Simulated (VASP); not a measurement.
# BeS (F-43m) in VASP: notebook, part 2 of 2

VASP 6.6.1. The steps go on from the part before.

## Step 3: Single point, PBE (strain +3.0%)

INCAR reads:

```
SYSTEM = BeS
ALGO     = Normal         ! electronic algorithm
EDIFF    = 1E-7           ! SCF threshold, eV
ENCUT    = 520            ! plane-wave cutoff, eV
GGA      = PE             ! functional
ISIF     = 2              ! what is computed and relaxed
ISMEAR   = -1             ! smearing method
LASPH    = .TRUE.         ! aspherical terms in the spheres
LCHARG   = .FALSE.        ! write CHGCAR
LREAL    = .FALSE.        ! projectors in reciprocal space
LWAVE    = .FALSE.        ! write WAVECAR
NBANDS   = 11             ! bands
NELM     = 60             ! most SCF steps
PREC     = Accurate       ! precision mode
SIGMA    = 0.02           ! smearing width, eV
```

KPOINTS reads:

```
k-points
0
G
  10 10 10
  0 0 0
```

POSCAR reads:

```
BeS
1.0
    0.0000000000      2.5073354173      2.5073354173
    2.5073354173      0.0000000000      2.5073354173
    2.5073354173      2.5073354173      0.0000000000
Be S
1 1
Direct
    0.0000000000      0.0000000000      0.0000000000
    0.2500000000      0.2500000000      0.2500000000
```

Potentials or basis: VASP PAW PBE potentials, release 64 (Be, S).

Command:

```console
cat potpaw_PBE.64/Be/POTCAR potpaw_PBE.64/S/POTCAR > POTCAR
mpirun -np 1 vasp_std > vasp.out
```

OUTCAR:

```text
SYSTEM = BeS
   EDIFF = 1E-7
   ENCUT = 520
   GGA = PE
   ISIF = 2
   ISMEAR = -1
   LASPH = .TRUE.
   LREAL = .FALSE.
   NELM = 60
   PREC = Accurate

 ion  position               nearest neighbor table
   1  0.000  0.000  0.000-   2 2.17   2 2.17   2 2.17   2 2.17
   2  0.250  0.250  0.250-   1 2.17   1 2.17   1 2.17   1 2.17

  LATTYP: Found a face centered cubic cell.
 ALAT       =     5.0146708346

  Lattice vectors:

 A1 = (   0.0000000000,   2.5073354173,   2.5073354173)
[... 522 lines left out ...]
------------------------ aborting loop because EDIFF is reached ----------------------------------------

  FORCE on cell =-STRESS in cart. coord.  units (eV):
  Direction    XX          YY          ZZ          XY          YZ          ZX
  --------------------------------------------------------------------------------------
  -------------------------------------------------------------------------------------
  Total       -1.3085357     -1.3085357     -1.3085357     -0.0000000      0.0000000      0.0000000
  in kB      -66.5011024    -66.5011024    -66.5011024     -0.0000000      0.0000000      0.0000000
  external PRESSURE =     -66.5011024 kB  Pullay stress =       0.0000000 kB

 VOLUME and BASIS-vectors are now :
 -----------------------------------------------------------------------------
  energy-cutoff  :      520.00
  volume of cell :       31.53
      direct lattice vectors                 reciprocal lattice vectors
     0.000000000  2.507335417  2.507335417    -0.199414883  0.199414883  0.199414883
     2.507335417  0.000000000  2.507335417     0.199414883 -0.199414883  0.199414883
     2.507335417  2.507335417  0.000000000     0.199414883  0.199414883 -0.199414883

 POSITION                                       TOTAL-FORCE (eV/Angst)
 -----------------------------------------------------------------------------------
      0.00000      0.00000      0.00000         0.000000      0.000000      0.000000
      1.25367      1.25367      1.25367        -0.000000     -0.000000     -0.000000
 -----------------------------------------------------------------------------------
    total drift:                                0.000000      0.000000      0.000000

  FREE ENERGIE OF THE ION-ELECTRON SYSTEM (eV)
  ---------------------------------------------------
  free  energy   TOTEN  =        -9.9577554340 eV

  energy  without entropy=       -9.9577554340  energy(sigma->0) =       -9.95775543
```

OSZICAR:

```text
N       E                     dE             d eps       ncg     rms          rms(c)
DAV:   1     0.215353420172E+02    0.21535E+02   -0.38508E+03  1034   0.624E+02
DAV:   2    -0.866728235363E+01   -0.30203E+02   -0.28717E+02  1383   0.113E+02
DAV:   3    -0.100820838744E+02   -0.14148E+01   -0.14118E+01  1391   0.249E+01
DAV:   4    -0.100899750512E+02   -0.78912E-02   -0.78893E-02  1269   0.211E+00
DAV:   5    -0.100900437065E+02   -0.68655E-04   -0.68654E-04  1354   0.196E-01    0.493E+00
DAV:   6    -0.998062851434E+01    0.10942E+00   -0.14449E-01  1161   0.166E+00    0.340E+00
DAV:   7    -0.995603384204E+01    0.24595E-01   -0.85285E-02  1230   0.148E+00    0.114E+00
DAV:   8    -0.995758925623E+01   -0.15554E-02   -0.71531E-03  1373   0.410E-01    0.957E-02
DAV:   9    -0.995765264219E+01   -0.63386E-04   -0.45026E-04  1304   0.134E-01    0.339E-02
DAV:  10    -0.995775004140E+01   -0.97399E-04   -0.11940E-04  1172   0.673E-02    0.190E-02
DAV:  11    -0.995775478759E+01   -0.47462E-05   -0.13171E-05  1375   0.195E-02    0.141E-02
DAV:  12    -0.995775541987E+01   -0.63228E-06   -0.79975E-07  1236   0.511E-03    0.213E-03
DAV:  13    -0.995775543397E+01   -0.14106E-07   -0.44746E-08  1293   0.140E-03
   1 F= -.99577554E+01 E0= -.99577554E+01  d E =-.494703E-11
```

Wall time 27 s (1 thread of AMD EPYC 7R13 (Zen 3), shared host); peak memory 0.12 GiB.

What came out:

| Item | Value |
| --- | --- |
| Free energy | -9.9578 eV |
| Pressure | -6.7 GPa |
| Band gap on the k mesh | 3.31 eV, indirect (least direct gap 5.07 eV) |

Levels at points of the mesh, in eV from the valence-band top:
| k point | band 1 | band 2 | band 3 | band 4 | band 5 | band 6 | band 7 | band 8 |
| --- | --- | --- | --- | --- | --- | --- | --- | --- |
| (0.00, 0.00, 0.00) | -13.06 | 0.00 | 0.00 | 0.00 | 5.07 | 5.69 | 5.69 | 5.69 |
| (0.50, 0.00, 0.00) | -11.71 | -5.17 | -0.90 | -0.90 | 5.11 | 6.56 | 6.56 | 10.70 |
| (0.50, 0.50, 0.00) | -11.26 | -4.53 | -2.31 | -2.31 | 3.31 | 4.97 | 11.98 | 11.98 |

Caveat: the cell differs from its parent crystal (strain +3.0%). A k mesh can miss the band edges.

## Step 4: Single point, PBE (strain +4.0%)

INCAR reads:

```
PREC = Accurate
ENCUT = 520
EDIFF = 1E-6
ISMEAR = -1
SIGMA = 0.02
LREAL = False
LASPH = True
NELM = 100
ALGO = Normal
ISIF = 2
LWAVE = False
LCHARG = False
GGA = PE
NBANDS = 11
```

KPOINTS reads:

```
regular mesh
0
Gamma
  10 10 10
```

POSCAR reads:

```
BeS
1.0
    0.0000000000      2.5316784796      2.5316784796
    2.5316784796      0.0000000000      2.5316784796
    2.5316784796      2.5316784796      0.0000000000
Be S
1 1
Direct
    0.0000000000      0.0000000000      0.0000000000
    0.2500000000      0.2500000000      0.2500000000
```

Command:

```console
cat potpaw_PBE.64/Be/POTCAR potpaw_PBE.64/S/POTCAR > POTCAR
mpirun -np 1 vasp_std > vasp.out
```

It used 20 s of CPU time on 1 thread of AMD EPYC 7R13 Processor (Zen 3), on a shared host.

The run converged. Its results:

```
Free energy            : -9.9141 eV
Pressure               : -8.5 GPa
Band gap on the k mesh : 3.36 eV, indirect (least direct gap 4.84 eV)
```

Levels at points of the mesh, in eV from the valence-band top:
| k point | band 1 | band 2 | band 3 | band 4 | band 5 | band 6 | band 7 | band 8 | band 9 |
| --- | --- | --- | --- | --- | --- | --- | --- | --- | --- |
| (0.00, 0.00, 0.00) | -12.89 | 0.00 | 0.00 | 0.00 | 4.84 | 5.69 | 5.69 | 5.69 | 12.55 |
| (0.50, 0.00, 0.00) | -11.61 | -5.01 | -0.87 | -0.87 | 5.00 | 6.55 | 6.55 | 10.55 | 14.10 |
| (0.50, 0.50, 0.00) | -11.18 | -4.40 | -2.23 | -2.23 | 3.36 | 4.98 | 11.74 | 11.74 | 13.95 |

Caveat: the cell differs from its parent crystal (strain +4.0%). A k mesh can miss the band edges.

## Step 5: The runs side by side

| cell | gap on the mesh (eV) | pressure (GPa) |
| --- | --- | --- |
| a = 3.511 Å, angles 60.0°, 2 atoms | 3.26 | -4.6 |
| a = 3.546 Å, angles 60.0°, 2 atoms | 3.31 | -6.7 |
| a = 3.580 Å, angles 60.0°, 2 atoms | 3.36 | -8.5 |

Alike in all rows: task single point; level PBE; potentials or basis VASP PAW PBE potentials, release 64 (Be, S); no spin polarisation; k mesh 10 × 10 × 10; cutoff (eV) 520; smearing fermi-dirac 0.02 eV.

Absolute energies hang on the potentials; compare differences alone.
